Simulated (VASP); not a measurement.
# SnSe in VASP: notebook

The runs below take SnSe through relaxation of cell and atoms, single point, with PBEsol+D4, PBEsol+D3(BJ), PBE.

Everything below comes from runs of VASP 6.6.1. Logs are shortened: lines on timing, memory, paths and dates and some standing lists are left out, and cuts for length are marked.

**1. The cell of the first run**

Symmetry: Fm-3m, No. 225, cubic system. The conventional cell has a = 6.020 Å, b = 6.020 Å, c = 6.020 Å, α = 90.00°, β = 90.00°, γ = 90.00°. Sn (site symmetry m-3m) has 6 Se at 3.01 Å within 4.0 Å. Within 4.0 Å of Se (site symmetry m-3m) lie 6 Sn at 3.01 Å.

**2. Relaxation of cell and atoms, PBEsol+D4**

Contents of INCAR:

```
ALGO     = Normal         # electronic algorithm
EDIFF    = 1E-6           # SCF threshold, eV
EDIFFG   = -0.01          # ionic threshold
ENCUT    = 600            # plane-wave cutoff, eV
GGA      = PS             # functional
IBRION   = 2              # ionic algorithm
ISIF     = 3              # what is computed and relaxed
ISMEAR   = -1             # smearing method
IVDW     = 13             # dispersion correction
LASPH    = T              # aspherical terms in the spheres
LCHARG   = F              # write CHGCAR
LREAL    = F              # projectors in reciprocal space
LWAVE    = F              # write WAVECAR
NELM     = 100            # most SCF steps
NSW      = 60             # ionic steps
PREC     = Accurate       # precision mode
SIGMA    = 0.05           # smearing width, eV
```

Contents of KPOINTS:

```
k-points
0
Gamma
  8 8 8
```

Contents of POSCAR:

```
SnSe
1.0
    0.0000000000      3.0100000000      3.0100000000
    3.0100000000      0.0000000000      3.0100000000
    3.0100000000      3.0100000000      0.0000000000
Sn Se
1 1
Direct
    0.0000000000      0.0000000000      0.0000000000
    0.5000000000      0.5000000000      0.5000000000
```

Potentials or basis: VASP PAW PBE potentials, release 64 (Sn_d, Se).

On the command line:

```sh
cat potpaw_PBE.64/Sn_d/POTCAR potpaw_PBE.64/Se/POTCAR > POTCAR
mpirun -np 1 vasp_std > vasp.out
```

OUTCAR:

```text
EDIFF = 1E-6
   EDIFFG = -0.01
   ENCUT = 600
   GGA = PS
   IBRION = 2
   ISIF = 3
   ISMEAR = -1
   IVDW = 13
   LASPH = T
   LREAL = F
   NELM = 100
   NSW = 60
   PREC = Accurate

 ion  position               nearest neighbor table
   1  0.000  0.000  0.000-   2 3.01   2 3.01   2 3.01   2 3.01   2 3.01   2 3.01
   2  0.500  0.500  0.500-   1 3.01   1 3.01   1 3.01   1 3.01   1 3.01   1 3.01

  LATTYP: Found a face centered cubic cell.
 ALAT       =     6.0200000000

  Lattice vectors:

 A1 = (   0.0000000000,   3.0100000000,   3.0100000000)
 A2 = (   3.0100000000,   0.0000000000,   3.0100000000)
 A3 = (   3.0100000000,   3.0100000000,   0.0000000000)

Analysis of symmetry for initial positions (statically):
=====================================================================
 Subroutine PRICEL returns:
 Original cell was already a primitive cell.

 Routine SETGRP: Setting up the symmetry group for a
 face centered cubic supercell.

 Subroutine GETGRP returns: Found 48 space group operations
[... 9 lines left out ...]

 Routine SETGRP: Setting up the symmetry group for a
 face centered cubic supercell.

 Subroutine GETGRP returns: Found 48 space group operations
[... 11 lines left out ...]
                                     Primitive cell

  volume of cell :      54.5418

  direct lattice vectors                    reciprocal lattice vectors
     0.000000000  3.010000000  3.010000000    -0.166112957  0.166112957  0.166112957
     3.010000000  0.000000000  3.010000000     0.166112957 -0.166112957  0.166112957
     3.010000000  3.010000000  0.000000000     0.166112957  0.166112957 -0.166112957

  length of vectors
     4.256782823  4.256782823  4.256782823     0.287716081  0.287716081  0.287716081

  position of ions in fractional coordinates (direct lattice)
     0.000000000  0.000000000  0.000000000
     0.500000000  0.500000000  0.500000000

  ion indices of the primitive-cell ions
   primitive index   ion index
                 1           1
                 2           2

----------------------------------------------------------------------------------------

 KPOINTS: k-points

Automatic generation of k-mesh.
 Grid dimensions read from file:
 generate k-points for:    8    8    8

 Generating k-lattice:

  Cartesian coordinates                     Fractional coordinates (reciprocal lattice)
    -0.020764120  0.020764120  0.020764120     0.125000000  0.000000000  0.000000000
     0.020764120 -0.020764120  0.020764120     0.000000000  0.125000000  0.000000000
     0.020764120  0.020764120 -0.020764120     0.000000000  0.000000000  0.125000000

  Length of vectors
     0.035964510  0.035964510  0.035964510

  Shift w.r.t. Gamma in fractional coordinates (k-lattice)
     0.000000000  0.000000000  0.000000000

 Subroutine IBZKPT returns following result:
 ===========================================

 Found     29 irreducible k-points:

 Following reciprocal coordinates:
            Coordinates               Weight
  0.000000  0.000000  0.000000      1.000000
  0.125000  0.000000  0.000000      8.000000
  0.250000  0.000000  0.000000      8.000000
  0.375000  0.000000  0.000000      8.000000
  0.500000  0.000000  0.000000      4.000000
  0.125000  0.125000  0.000000      6.000000
[... 16 lines left out ...]
  0.500000  0.250000  0.125000     48.000000
 -0.375000  0.250000  0.125000     24.000000
 [... further k-points ...]
   k-points           NKPTS =     29   k-points in BZ     NKDIM =     29   number of bands    NBANDS=     14
   number of dos      NEDOS =    301   number of ions     NIONS =      2
   total plane-waves  NPLWV =  46656
   dimension x,y,z NGX =    36 NGY =   36 NGZ =   36
   dimension x,y,z NGXF=    72 NGYF=   72 NGZF=   72
   ions per type =               1   1
   NGX,Y,Z   is equivalent  to a cutoff of  14.06, 14.06, 14.06 a.u.
   NGXF,Y,Z  is equivalent  to a cutoff of  28.12, 28.12, 28.12 a.u.
 SYSTEM =  unknown system
   PREC   = accura    normal or accurate (medium, high low for compatibility)
   ISTART =      0    job   : 0-new  1-cont  2-samecut
   ICHARG =      2    charge: 1-file 2-atom 10-const
   ISPIN  =      1    spin polarized calculation?
   LNONCOLLINEAR =      F non collinear calculations
   LSORBIT =      F    spin-orbit coupling
   LASPH  =      T    aspherical Exc in radial PAW
   ENCUT  =  600.0 eV  44.10 Ry    6.64 a.u.   8.50  8.50  8.50*2*pi/ulx,y,z
   NELM   =    100;   NELMIN=  2; NELMDL= -5     # of ELM steps
   EDIFF  = 0.1E-05   stopping-criterion for ELM
   LREAL  =      F    real-space projection
   EDIFFG = -.1E-01   stopping-criterion for IOM
   NSW    =     60    number of steps for IOM
   IBRION =      2    ionic relax: 0-MD 1-quasi-New 2-CG
   NFREE  =      1    steps in history (QN), initial steepest desc. (CG)
   ISIF   =      3    stress and relaxation
   ISYM   =      2    0-nonsym 1-usesym 2-fastsym
   POTIM  = 0.5000    time-step for ionic-motion
   TEBEG  =    0.0;   TEEND  =   0.0 temperature during run
   PSTRESS=    0.0 pullay stress
   NELECT =      20.0000    total number of electrons
   NUPDOWN=      -1.0000    fix difference up-down
   EMIN   =  10.00;   EMAX   =-10.00  energy-range for DOS
   EFERMI =   0.00;   METHOD = LEGACY
   ISMEAR =    -1;   SIGMA  =   0.05  broadening in eV -4-tet -1-fermi 0-gaus
   EFERMI_NEDOS =   21; number of points for ismear=-14 and -15
   IALGO  =     38    algorithm
   IMIX   =      4    mixing-type and parameters
     AMIX     =   0.40;   BMIX     =  1.00
     AMIX_MAG =   1.60;   BMIX_MAG =  1.00
  volume/ion in A,a.u.               =      27.27       184.03
  Fermi-wavevector in a.u.,A,eV,Ry     =   1.171768  2.214321 18.681350  1.373040
  Thomas-Fermi vector in A             =   2.308207
   LORBIT       =      0    0 simple, 1 ext, 2 COOP (PROOUT), +10 PAW based schemes
   GGA     = PS    functional components
   LHFCALC =     F    Hartree Fock is set to
   AEXX    =    0.0000 exact exchange contribution
   IVDW    =    13    specifies the selected vdW correction
   LEPSILON=     F    determine dielectric tensor
   LRPA    =     F    only Hartree local field effects (RPA)
 conjugate gradient relaxation of ions
 non-spin polarized calculation
  energy-cutoff  :      600.00
  volume of cell :       54.54
 maximum number of plane-waves:      1841
 NGX is ok and might be reduce to    36
   NGX = 17   NGY = 17   NGZ = 17

--------------------------------------- Ionic step        1  -------------------------------------------

 number of electron      19.9999999 magnetization

 Free energy of the ion-electron system (eV)
  ---------------------------------------------------
  ext. energy  EPLUGINS =         0.00000000
  ---------------------------------------------------
  free energy    TOTEN  =        -8.97424835 eV

  energy without entropy =       -8.97420844  energy(sigma->0) =       -8.97422839

 E-fermi :   5.6597     XC(G=0):  -9.7765

 val. band max:        5.3562072691   @ k =   0.5000   0.0000   0.0000
 cond. band min:       6.0068932657   @ k =   0.5000   0.0000   0.0000
 fundamental gap:      0.6506859967
 Fermi energy:         5.6596925514

 k-point     1 :       0.0000    0.0000    0.0000
  band No.  band energies     occupation
      1     -16.0439      2.00000
      2     -16.0439      2.00000
      3     -16.0439      2.00000
      4     -16.0432      2.00000
      5     -16.0432      2.00000
      6      -8.4368      2.00000
      7       0.3331      2.00000
      8       3.2593      2.00000
      9       3.2593      2.00000
     10       3.2593      2.00000
     11       9.7270      0.00000
     12       9.7270      0.00000
     13       9.7270      0.00000
     14      11.2452      0.00000

 k-point     2 :       0.1250    0.0000    0.0000
  band No.  band energies     occupation
      1     -16.0446      2.00000
      2     -16.0446      2.00000
      3     -16.0435      2.00000
      4     -16.0418      2.00000
      5     -16.0418      2.00000
      6      -8.3269      2.00000
      7      -0.2402      2.00000
      8       3.2785      2.00000
      9       3.2785      2.00000
     10       3.7069      2.00000
     11       8.8412      0.00000
     12       8.9969      0.00000
     13       8.9969      0.00000
     14      11.2044      0.00000
[... 431 lines left out ...]
 VOLUME and BASIS-vectors are now :
 -----------------------------------------------------------------------------
  energy-cutoff  :      600.00
  volume of cell :       50.49
      direct lattice vectors                 reciprocal lattice vectors
     0.000000000  2.933581426  2.933581426    -0.170440130  0.170440130  0.170440130
     2.933581426  0.000000000  2.933581426     0.170440130 -0.170440130  0.170440130
     2.933581426  2.933581426  0.000000000     0.170440130  0.170440130 -0.170440130

 POSITION                                       TOTAL-FORCE (eV/Angst)
 -----------------------------------------------------------------------------------
      2.93358      0.00000      2.93358         0.000000     -0.000000     -0.000000
      2.93358      2.93358      2.93358        -0.000000      0.000000      0.000000
 -----------------------------------------------------------------------------------
    total drift:                                0.000000      0.000000      0.000000

  FREE ENERGIE OF THE ION-ELECTRON SYSTEM (eV)
  ---------------------------------------------------
  free  energy   TOTEN  =        -9.4497813163 eV

  energy  without entropy=       -9.4497296879  energy(sigma->0) =       -9.44975550

--------------------------------------- Ionic step        3  -------------------------------------------

 number of electron      20.0000001 magnetization

 Free energy of the ion-electron system (eV)
  ---------------------------------------------------
  ext. energy  EPLUGINS =         0.00000000
  ---------------------------------------------------
  free energy    TOTEN  =        -8.98061232 eV

  energy without entropy =       -8.98056945  energy(sigma->0) =       -8.98059088

 E-fermi :   6.4046     XC(G=0): -10.0520

 val. band max:        6.0193810873   @ k =  -0.2500   0.1250   0.0000
 cond. band min:       6.7834551860   @ k =  -0.3750   0.1250   0.0000
 fundamental gap:      0.7640740987
 Fermi energy:         6.4045804597

 k-point     1 :       0.0000    0.0000    0.0000
  band No.  band energies     occupation
      1     -15.3491      2.00000
      2     -15.3491      2.00000
      3     -15.3469      2.00000
      4     -15.3469      2.00000
      5     -15.3469      2.00000
      6      -8.1748      2.00000
      7       1.2270      2.00000
      8       3.7722      2.00000
      9       3.7722      2.00000
     10       3.7722      2.00000
     11      10.6459      0.00000
     12      10.6459      0.00000
     13      10.6459      0.00000
     14      11.8622      0.00000

 k-point     2 :       0.1250    0.0000    0.0000
  band No.  band energies     occupation
      1     -15.3505      2.00000
      2     -15.3504      2.00000
      3     -15.3465      2.00000
      4     -15.3447      2.00000
      5     -15.3447      2.00000
      6      -8.0518      2.00000
      7       0.5030      2.00000
      8       3.7921      2.00000
      9       3.7921      2.00000
     10       4.3473      2.00000
     11       9.6765      0.00000
     12       9.8206      0.00000
     13       9.8206      0.00000
     14      11.8604      0.00000
[... 391 lines left out ...]
 VOLUME and BASIS-vectors are now :
 -----------------------------------------------------------------------------
  energy-cutoff  :      600.00
  volume of cell :       51.34
      direct lattice vectors                 reciprocal lattice vectors
     0.000000000  2.949852261  2.949852261    -0.169500014  0.169500014  0.169500014
     2.949852261  0.000000000  2.949852261     0.169500014 -0.169500014  0.169500014
     2.949852261  2.949852261  0.000000000     0.169500014  0.169500014 -0.169500014

 POSITION                                       TOTAL-FORCE (eV/Angst)
 -----------------------------------------------------------------------------------
      0.00000      0.00000      0.00000         0.000000      0.000000     -0.000000
      2.94985      2.94985      2.94985        -0.000000      0.000000      0.000000
 -----------------------------------------------------------------------------------
    total drift:                               -0.000000      0.000000      0.000000

  FREE ENERGIE OF THE ION-ELECTRON SYSTEM (eV)
  ---------------------------------------------------
  free  energy   TOTEN  =        -9.4524945509 eV

  energy  without entropy=       -9.4524516821  energy(sigma->0) =       -9.45247312

 reached required accuracy - stopping structural energy minimisation
```

Wall time 31 s (1 thread of Intel Xeon 6975P-C (Granite Rapids), shared host); peak memory 0.22 GiB.

What came out:

```yaml
Free_energy: -9.4525 eV
Relaxed_volume: 25.67 Å³/atom
Relaxed_cell: a = 4.172 Å, b = 4.172 Å, c = 4.172 Å, α = 60.00°, β = 60.00°, γ = 60.00°
Space_group_after_relaxing_to_0.05_Å: Fm-3m (No. 225)
Energy_gained_by_relaxing: 16.4 meV/atom
Ionic_steps: 3
Pressure_after_relaxing: 0.0 GPa
Band_gap_on_the_k_mesh: 0.76 eV, indirect (least direct gap 0.93 eV)
Dispersion_energy_per_atom: -0.236 eV
```

Step by step:
```
step  energy change (eV)  largest force (eV/Å)  pressure (GPa)  volume (Å³)
   1              0.0000                0.0000           -3.09        54.54
   2             -0.0302                0.0000            1.04        50.49
   3             -0.0329                0.0000            0.04        51.34
```

Final structure:
```yaml
crystal:
  lattice:
    - [0.00000, 2.94985, 2.94985]
    - [2.94985, 0.00000, 2.94985]
    - [2.94985, 2.94985, 0.00000]
  atoms:
    - { symbol: Sn, position: [0.00000, 0.00000, 0.00000] }
    - { symbol: Se, position: [0.50000, 0.50000, 0.50000] }
```

Levels at points of the mesh, in eV from the valence-band top:
```csv
k point,band 8,band 9,band 10,band 11,band 12,band 13
"(0.00, 0.00, 0.00)",-2.25,-2.25,-2.25,4.63,4.63,4.63
"(0.50, 0.00, 0.00)",-1.99,-1.99,-0.02,0.91,1.28,1.28
"(0.50, 0.50, 0.00)",-5.82,-3.83,-3.83,2.82,5.78,5.78
```

Caveat: the PAW data sets were made with another functional, which shifts forces and pressure a little; spin-orbit coupling is left out, which moves the levels of the heavy elements.

**3. Single point, PBEsol+D3(BJ), collinear spin, ferromagnetic start (atoms moved at random)**

Contents of INCAR:

```
PREC = Accurate
ENCUT = 520
EDIFF = 1E-7
ISMEAR = -1
SIGMA = 0.025
LREAL = False
LASPH = True
NELM = 150
ALGO = Normal
ISIF = 2
LWAVE = False
LCHARG = False
ISPIN = 2
MAGMOM = 1 0
LORBIT = 11
NUPDOWN = 1.0
GGA = PS
IVDW = 12
NBANDS = 21
```

Contents of KPOINTS:

```
regular mesh
0
Gamma
  6 6 6
```

Contents of POSCAR:

```
SnSe
1.0
    0.0000000000      3.0100000000      3.0100000000
    3.0100000000      0.0000000000      3.0100000000
    3.0100000000      3.0100000000      0.0000000000
Sn Se
1 1
Direct
    0.0204556358     -0.0100794170     -0.0125687398
    0.5191683642      0.4914914170      0.4865147398
```

Potentials or basis: VASP PAW PBE potentials, release 64 (Sn_d, Se).

On the command line:

```sh
cat potpaw_PBE.64/Sn_d/POTCAR potpaw_PBE.64/Se/POTCAR > POTCAR
mpirun -np 1 vasp_std > vasp.out
```

It took 95 s on 1 thread of Intel Xeon Platinum 8488C (Sapphire Rapids), shared host; peak memory 0.35 GiB.

The run converged. Its results:

```
Free energy                                           : -8.7358 eV
Pressure                                              : -3.7 GPa
Largest force                                         : 0.006 eV/Å
Net moment                                            : 1.00 μB per cell
Site moments                                          : Sn +0.34; Se +0.25 μB
Valence electrons inside the program's atomic spheres : Sn 12.05; Se 3.75
Dispersion energy per atom                            : -0.329 eV
```

Forces in eV/Å, atoms in the order of the input:
```
Sn   0.002 -0.005  0.001
Se  -0.002  0.005 -0.001
```

Caveat: the cell differs from its parent crystal (atoms moved at random); the PAW data sets were made with another functional, which shifts forces and pressure a little; spin-orbit coupling is left out, which moves the levels of the heavy elements; the total moment is fixed, so each spin has its own Fermi level.

**4. Single point, PBE**

Contents of INCAR:

```
SYSTEM = SnSe
PREC = Accurate ; ENCUT = 520
EDIFF = 1E-6 ; ISMEAR = -1
SIGMA = 0.03 ; LREAL = .False.
LASPH = .True. ; NELM = 100
ALGO = Normal ; ISIF = 2
LWAVE = .False. ; LCHARG = .True.
GGA = PE ; LELF = .True.
LVHAR = .True. ; NBANDS = 17
```

Contents of KPOINTS:

```
regular mesh
0
Gamma
  5 5 5
  0 0 0
```

Contents of POSCAR:

```
SnSe
1.0
    0.0000000000      3.0100000000      3.0100000000
    3.0100000000      0.0000000000      3.0100000000
    3.0100000000      3.0100000000      0.0000000000
Sn Se
1 1
Direct
    0.0000000000      0.0000000000      0.0000000000
    0.5000000000      0.5000000000      0.5000000000
```

On the command line:

```sh
cat potpaw_PBE.64/Sn_d/POTCAR potpaw_PBE.64/Se/POTCAR > POTCAR
mpirun -np 1 vasp_std > vasp.out
```

Run time: 6.6 s. Hardware: 1 thread of Intel Xeon Platinum 8488C (Sapphire Rapids), shared host; peak memory 0.17 GiB.

Results (log left out):

| Quantity | Value |
| --- | --- |
| Free energy | -8.2437 eV |
| Pressure | 0.7 GPa |

Levels at points of the mesh, in eV from the Fermi level:
| k point | band 7 | band 8 | band 9 | band 10 | band 11 | band 12 | band 13 | band 14 |
| --- | --- | --- | --- | --- | --- | --- | --- | --- |
| (0.00, 0.00, 0.00) | -5.43 | -2.54 | -2.54 | -2.54 | 3.96 | 3.96 | 3.96 | 5.51 |

Caveat: this odd mesh misses L, where the gap lies, so gap, dielectric constants and Born charges aren't listed; spin-orbit coupling is left out, which moves the levels of the heavy elements.

[end of part 1 of 2]
